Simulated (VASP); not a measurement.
# Mo12N in VASP: single point with PBE

Aim: the single point of Mo12N with PBE.

Program: VASP 6.6.1. These are calculated values, not measurements. Logs are shortened: lines on timing, memory, paths and dates and some standing lists are left out, and cuts for length are marked.

**1. The cell of the first run**

The cell holds a slab with vacuum, 13 atoms: a = 5.474 Å, b = 5.474 Å, c = 19.808 Å, α = 90.00°, β = 90.00°, γ = 109.47°.

**2. Single point, PBE**

INCAR reads:

```
SYSTEM = Mo12N
  PREC = Accurate
  ENCUT = 520
  EDIFF = 1E-6
  ISMEAR = 0
  SIGMA = 0.1
  LREAL = .FALSE.
  LASPH = .TRUE.
  NELM = 80
  ALGO = Normal
  ISIF = 2
  LWAVE = .FALSE.
  LCHARG = .TRUE.
  LDIPOL = .TRUE.
  IDIPOL = 3
  DIPOL = 0.5 0.5 0.325
  GGA = PE
  LELF = .TRUE.
  LVHAR = .TRUE.
  LVACPOTAV = .TRUE.
  NBANDS = 98
```

KPOINTS reads:

```
regular mesh
0
G
  5 5 1
  0 0 0
```

POSCAR reads:

```
Mo12N
1.0
    5.4740909335      0.0000000000      0.0000000000
   -1.8246969778      5.1610224265      0.0000000000
    0.0000000000      0.0000000000     19.8082441086
Mo N
12 1
Direct
    0.2500000000      0.2500000000      0.2019361221
    0.2500000000      0.7500000000      0.2019361221
    0.7500000000      0.2500000000      0.2019361221
    0.7500000000      0.7500000000      0.2019361221
    0.0000000000      0.0000000000      0.3106875862
    0.0000000000      0.5000000000      0.3106875862
    0.5000000000      0.0000000000      0.3106875862
    0.5000000000      0.5000000000      0.3106875862
    0.2500000000      0.2500000000      0.4194336491
    0.2500000000      0.7500000000      0.4194336491
    0.7500000000      0.2500000000      0.4194336491
    0.7500000000      0.7500000000      0.4194336491
    0.3333333333      0.6666666667      0.4991498329
```

Potentials or basis: VASP PAW PBE potentials, release 64 (Mo_sv, N).

The run is started by

```sh
$ cat potpaw_PBE.64/Mo_sv/POTCAR potpaw_PBE.64/N/POTCAR > POTCAR
$ mpirun -np 1 vasp_std > vasp.out
```

OUTCAR:

```text
SYSTEM = Mo12N
   PREC = Accurate
   ENCUT = 520
   EDIFF = 1E-6
   ISMEAR = 0
   LREAL = .FALSE.
   LASPH = .TRUE.
   NELM = 80
   ISIF = 2
   GGA = PE

 ion  position               nearest neighbor table
   1  0.250  0.250  0.202-   5 2.67   8 2.67   2 2.74   2 2.74   3 2.74   3 2.74   7 3.10   6 3.10
                             4 3.16   4 3.16
   2  0.250  0.750  0.202-   6 2.67   7 2.67   1 2.74   1 2.74   4 2.74   4 2.74   5 3.10   8 3.10
                             3 3.16   3 3.16
   3  0.750  0.250  0.202-   6 2.67   7 2.67   4 2.74   4 2.74   1 2.74   1 2.74   5 3.10   8 3.10
                             2 3.16   2 3.16
   4  0.750  0.750  0.202-   5 2.67   8 2.67   3 2.74   3 2.74   2 2.74   2 2.74   7 3.10   6 3.10
                             1 3.16   1 3.16
   5  0.000  0.000  0.311-   9 2.67  12 2.67   1 2.67   4 2.67   6 2.74   6 2.74   7 2.74   7 2.74
                            11 3.10  10 3.10   3 3.10   2 3.10   8 3.16   8 3.16
   6  0.000  0.500  0.311-  10 2.67  11 2.67   2 2.67   3 2.67   5 2.74   5 2.74   8 2.74   8 2.74
                             9 3.10  12 3.10   1 3.10   4 3.10   7 3.16   7 3.16
   7  0.500  0.000  0.311-  10 2.67  11 2.67   2 2.67   3 2.67   8 2.74   8 2.74   5 2.74   5 2.74
                             9 3.10  12 3.10   1 3.10   4 3.10   6 3.16   6 3.16
   8  0.500  0.500  0.311-   9 2.67  12 2.67   1 2.67   4 2.67   7 2.74   7 2.74   6 2.74   6 2.74
                            11 3.10  10 3.10   3 3.10   2 3.10   5 3.16   5 3.16
   9  0.250  0.250  0.419-   5 2.67   8 2.67  10 2.74  10 2.74  11 2.74  11 2.74   7 3.10   6 3.10
                            12 3.16  12 3.16
  10  0.250  0.750  0.419-  13 1.75   7 2.67   6 2.67   9 2.74   9 2.74  12 2.74  12 2.74   8 3.10
                             5 3.10  11 3.16  11 3.16
  11  0.750  0.250  0.419-   6 2.67   7 2.67  12 2.74  12 2.74   9 2.74   9 2.74   5 3.10   8 3.10
                            10 3.16  10 3.16
  12  0.750  0.750  0.419-   5 2.67   8 2.67  11 2.74  11 2.74  10 2.74  10 2.74   7 3.10   6 3.10
                             9 3.16   9 3.16
  13  0.333  0.667  0.499-  10 1.75

  LATTYP: Found a base centered orthorhombic cell.
 ALAT       =     6.3209357480
 B/A-ratio  =     1.4142135624
 C/A-ratio  =     3.1337518523

  Lattice vectors:

 A1 = (   5.4740909335,   0.0000000000,   0.0000000000)
 A2 = (  -1.8246969778,   5.1610224265,   0.0000000000)
 A3 = (   0.0000000000,   0.0000000000,  19.8082441086)

Analysis of symmetry for initial positions (statically):
=====================================================================
 Subroutine PRICEL returns:
 Original cell was already a primitive cell.

 Routine SETGRP: Setting up the symmetry group for a
 base centered orthorhombic supercell.

 Subroutine GETGRP returns: Found  2 space group operations
 (whereof  2 operations were pure point group operations)
 out of a pool of  8 trial point group operations.

The static configuration has the point symmetry C_1h.

Analysis of symmetry for dynamics (positions and initial velocities):
=====================================================================
 Subroutine PRICEL returns:
 Original cell was already a primitive cell.

 Routine SETGRP: Setting up the symmetry group for a
 base centered orthorhombic supercell.

 Subroutine GETGRP returns: Found  2 space group operations
 (whereof  2 operations were pure point group operations)
 out of a pool of  8 trial point group operations.

The dynamic configuration has the point symmetry C_1h.

 Subroutine INISYM returns: Found  2 space group operations
 (whereof  2 operations are pure point group operations),
 and found     1 'primitive' translations

----------------------------------------------------------------------------------------

                                     Primitive cell

  volume of cell :     559.6207

  direct lattice vectors                    reciprocal lattice vectors
     5.474090934  0.000000000  0.000000000     0.182678734  0.064586686  0.000000000
    -1.824696978  5.161022426  0.000000000     0.000000000  0.193760057  0.000000000
     0.000000000  0.000000000 19.808244109     0.000000000  0.000000000  0.050484031

  length of vectors
     5.474090934  5.474090933 19.808244109     0.193760057  0.193760057  0.050484031

  position of ions in fractional coordinates (direct lattice)
     0.250000000  0.250000000  0.201936122
     0.250000000  0.750000000  0.201936122
     0.750000000  0.250000000  0.201936122
     0.750000000  0.750000000  0.201936122
     0.000000000  0.000000000  0.310687586
     0.000000000  0.500000000  0.310687586
[... 48 lines left out ...]
 Found      9 irreducible k-points:

 Following reciprocal coordinates:
            Coordinates               Weight
  0.000000  0.000000  0.000000      1.000000
  0.200000 -0.000000  0.000000      4.000000
  0.400000  0.000000  0.000000      4.000000
  0.200000  0.200000  0.000000      2.000000
  0.400000  0.200000  0.000000      4.000000
 -0.400000  0.200000  0.000000      4.000000
 -0.200000  0.200000  0.000000      2.000000
  0.400000  0.400000  0.000000      2.000000
 -0.400000  0.400000  0.000000      2.000000
   k-points           NKPTS =      9   k-points in BZ     NKDIM =      9   number of bands    NBANDS=     98
   number of dos      NEDOS =    301   number of ions     NIONS =     13
   total plane-waves  NPLWV = 264600
   dimension x,y,z NGX =    42 NGY =   42 NGZ =  150
   dimension x,y,z NGXF=    84 NGYF=   84 NGZF=  300
   ions per type =              12   1
   NGX,Y,Z   is equivalent  to a cutoff of  12.76, 12.76, 12.59 a.u.
   NGXF,Y,Z  is equivalent  to a cutoff of  25.51, 25.51, 25.18 a.u.
 SYSTEM =  Mo12N
   PREC   = accura    normal or accurate (medium, high low for compatibility)
   ISTART =      0    job   : 0-new  1-cont  2-samecut
   ICHARG =      2    charge: 1-file 2-atom 10-const
   ISPIN  =      1    spin polarized calculation?
   LNONCOLLINEAR =      F non collinear calculations
   LSORBIT =      F    spin-orbit coupling
   LASPH  =      T    aspherical Exc in radial PAW
   ENCUT  =  520.0 eV  38.22 Ry    6.18 a.u.  10.18 10.18 36.83*2*pi/ulx,y,z
   NELM   =     80;   NELMIN=  2; NELMDL= -5     # of ELM steps
   EDIFF  = 0.1E-05   stopping-criterion for ELM
   LREAL  =      F    real-space projection
   EDIFFG = 0.1E-04   stopping-criterion for IOM
   NSW    =      0    number of steps for IOM
   IBRION =     -1    ionic relax: 0-MD 1-quasi-New 2-CG
   NFREE  =      0    steps in history (QN), initial steepest desc. (CG)
   ISIF   =      2    stress and relaxation
   ISYM   =      2    0-nonsym 1-usesym 2-fastsym
   POTIM  = 0.5000    time-step for ionic-motion
   TEBEG  =    0.0;   TEEND  =   0.0 temperature during run
   PSTRESS=    0.0 pullay stress
   NELECT =     173.0000    total number of electrons
   NUPDOWN=      -1.0000    fix difference up-down
   EMIN   =  10.00;   EMAX   =-10.00  energy-range for DOS
   EFERMI =   0.00;   METHOD = LEGACY
   ISMEAR =     0;   SIGMA  =   0.10  broadening in eV -4-tet -1-fermi 0-gaus
   EFERMI_NEDOS =   21; number of points for ismear=-14 and -15
   IALGO  =     38    algorithm
   IMIX   =      4    mixing-type and parameters
     AMIX     =   0.40;   BMIX     =  1.00
     AMIX_MAG =   1.60;   BMIX_MAG =  1.00
  volume/ion in A,a.u.               =      43.05       290.50
  Fermi-wavevector in a.u.,A,eV,Ry     =   1.106944  2.091821 16.671557  1.225325
  Thomas-Fermi vector in A             =   2.243452
   LORBIT       =      0    0 simple, 1 ext, 2 COOP (PROOUT), +10 PAW based schemes
   GGA     = PE    functional components
   LHFCALC =     F    Hartree Fock is set to
   AEXX    =    0.0000 exact exchange contribution
   IVDW    =     0    specifies the selected vdW correction
   LEPSILON=     F    determine dielectric tensor
   LRPA    =     F    only Hartree local field effects (RPA)
 non-spin polarized calculation
 Gauss-broadening in eV      SIGMA  =   0.10
  energy-cutoff  :      520.00
  volume of cell :      559.62
 maximum number of plane-waves:     15102
 NGX is ok and might be reduce to    42
   NGX = 21   NGY = 21   NGZ = 73

 dipolmoment           0.000000      0.000000     -0.097801 electrons x Angstroem

 number of electron     172.9999986 magnetization

 dipolmoment           0.000000      0.000000      0.148159 electrons x Angstroem

 Free energy of the ion-electron system (eV)
  ---------------------------------------------------
  ext. energy  EPLUGINS =         0.00000000
  ---------------------------------------------------
  free energy    TOTEN  =      -129.18033494 eV

  energy without entropy =     -129.10380455  energy(sigma->0) =     -129.14206974

 E-fermi :   1.0253     XC(G=0):  -5.6339

 val. band max:        1.0150479122   @ k =   0.2000  -0.0000   0.0000
 cond. band min:       1.0413566582   @ k =  -0.4000   0.4000   0.0000
 fundamental gap:      0.0263087460
 Fermi energy:         1.0252698866

 k-point     1 :       0.0000    0.0000    0.0000
  band No.  band energies     occupation
      1     -60.1956      2.00000
      2     -60.0322      2.00000
      3     -59.9778      2.00000
      4     -59.9657      2.00000
      5     -59.9471      2.00000
      6     -59.8933      2.00000
[... 898 lines left out ...]
     97       1.8814      0.00000
     98       1.9204      0.00000

------------------------ aborting loop because EDIFF is reached ----------------------------------------

  FORCE on cell =-STRESS in cart. coord.  units (eV):
  Direction    XX          YY          ZZ          XY          YZ          ZX
  --------------------------------------------------------------------------------------
  -------------------------------------------------------------------------------------
  Total       -7.0469042     -7.6628871      3.4394736     -0.8711314     -1.6289171      2.3036388
  in kB      -20.1750777    -21.9386185      9.8471110     -2.4940233     -4.6635413      6.5952496
  external PRESSURE =     -10.7555284 kB  Pullay stress =       0.0000000 kB

 VOLUME and BASIS-vectors are now :
 -----------------------------------------------------------------------------
  energy-cutoff  :      520.00
  volume of cell :      559.62
      direct lattice vectors                 reciprocal lattice vectors
     5.474090934  0.000000000  0.000000000     0.182678734  0.064586686  0.000000000
    -1.824696978  5.161022426  0.000000000     0.000000000  0.193760057  0.000000000
     0.000000000  0.000000000 19.808244109     0.000000000  0.000000000  0.050484031

 POSITION                                       TOTAL-FORCE (eV/Angst)
 -----------------------------------------------------------------------------------
      0.91235      1.29026      4.00000        -0.007659      0.000455     -0.197292
      0.00000      3.87077      4.00000        -0.061391      0.043410      0.021165
      3.64939      1.29026      4.00000         0.061026     -0.043152      0.318628
      2.73705      3.87077      4.00000        -0.002982      0.007069     -0.197292
      0.00000      0.00000      6.15418         0.036174     -0.025579      0.128640
     -0.91235      2.58051      6.15418        -0.308241     -0.407189     -0.836944
      2.73705      0.00000      6.15418         0.281155      0.426342     -0.836944
      1.82470      2.58051      6.15418        -0.095198      0.067315      0.058351
      0.91235      1.29026      8.30824        -0.096181      0.181051      0.611338
      0.00000      3.87077      8.30824        -0.647996      0.458202      0.849732
      3.64939      1.29026      8.30824        -0.268294      0.189713     -0.588518
      2.73705      3.87077      8.30824        -0.202757      0.030330      0.611338
      0.60823      3.44068      9.88728         1.312343     -0.927967      0.057797
 -----------------------------------------------------------------------------------
    total drift:                               -0.000000      0.000000      0.000755

  FREE ENERGIE OF THE ION-ELECTRON SYSTEM (eV)
  ---------------------------------------------------
  free  energy   TOTEN  =      -129.1803349375 eV

  energy  without entropy=     -129.1038045503  energy(sigma->0) =     -129.14206974

 vacuum level on the upper side and lower side of the slab         6.656         5.707
```

It took 30 min on 1 thread of AMD EPYC 7R43 (Zen 3), shared host; peak memory 0.7 GiB.

What came out:

- Free energy: -129.1803 eV
- Largest force: 1.608 eV/Å
- Band gap on the k mesh: zero (an odd number of electrons rules out a gap without spin polarisation)

Forces in eV/Å, atoms in the order of the input:
```
Mo  -0.008  0.000 -0.197
Mo  -0.061  0.043  0.021
Mo   0.061 -0.043  0.319
Mo  -0.003  0.007 -0.197
Mo   0.036 -0.026  0.129
Mo  -0.308 -0.407 -0.837
Mo   0.281  0.426 -0.837
Mo  -0.095  0.067  0.058
Mo  -0.096  0.181  0.611
Mo  -0.648  0.458  0.850
Mo  -0.268  0.190 -0.589
Mo  -0.203  0.030  0.611
N    1.312 -0.928  0.058
```

Levels at points of the mesh, in eV from the Fermi level:
| k point | band 82 | band 83 | band 84 | band 85 | band 86 | band 87 | band 88 | band 89 | band 90 | band 91 |
| --- | --- | --- | --- | --- | --- | --- | --- | --- | --- | --- |
| (0.00, 0.00, 0.00) | -0.14 | 0.19 | 0.25 | 0.83 | 0.93 | 1.16 | 1.31 | 1.33 | 1.34 | 1.40 |

The gap in the log of VASP goes by the Fermi energy; the results here count the filled bands.